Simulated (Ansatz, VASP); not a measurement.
**One calculation of Ce, two programs**

```
Ce
1.0
     0.00000    2.30464    2.30464
     2.30464    0.00000    2.30464
     2.30464    2.30464    0.00000
Ce
1
Direct
  0.00000 0.00000 0.00000
```

Change from the starting cell: volume scaled by 0.96, PAW files.

Alike in both runs: task electric field gradients; functional r2SCAN; k mesh 15 × 15 × 15; occupations fermi-dirac, width 0.08 eV; no spin polarisation.

|  | VASP | Ansatz |
| --- | --- | --- |
| version | VASP 6.6.1 | Ansatz 0.2.0 |
| potentials or method | VASP PAW PBE potentials, release 64 (Ce) | PAW with Ansatz's default frozen-core files, scalar-relativistic |
| plane-wave cutoff (eV) | 520 | 500 |
| valence electrons in the cell | 12 | 12 |

|  | VASP | Ansatz | Ansatz less VASP |
| --- | --- | --- | --- |
| pressure (GPa) | 1.4 | 1.7 | +0.28 |

VASP's potentials were made for PBE, not for r2SCAN.

Neither program's run includes spin-orbit coupling.
